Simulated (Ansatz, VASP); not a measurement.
# Two plane-wave programs on WC

```xyz
2
Lattice="2.8848 0.0000 0.0000 -1.4424 2.4983 0.0000 0.0000 0.0000 2.8131" Properties=species:S:1:pos:R:3 pbc="T T T"
W     0.0000    0.0000    0.0000
C     1.4424    0.8328    1.4065
```

Alike in both runs: task single point; functional PBE; k mesh 11 × 11 × 10; non-collinear spin, spin-orbit coupling.

|  | VASP | Ansatz |
| --- | --- | --- |
| version | VASP 6.6.1 | Ansatz 0.2.0 |
| potentials or method | VASP PAW PBE potentials, release 64 (W_sv, C), cutoff 520 eV | PAW plane waves |
| occupations | fermi-dirac, width 0.1 eV | fermi-dirac |
| valence electrons in the cell | 18 | 18 |

VASP gave:

```
pressure (GPa)                                                : 17.6
traceless stress, the component that is largest in VASP (GPa) : 1.00
net moment per atom (μB)                                      : 0.00
```

Question: What did Ansatz give for the same quantities?

Answer: Pressure (GPa): 15.2; traceless stress, the component that is largest in VASP (GPa): 0.92; net moment per atom (μB): 0.00.

Ansatz's warnings: seeded moment not kept, stress scf threshold loose, structure snapped to symmetry.
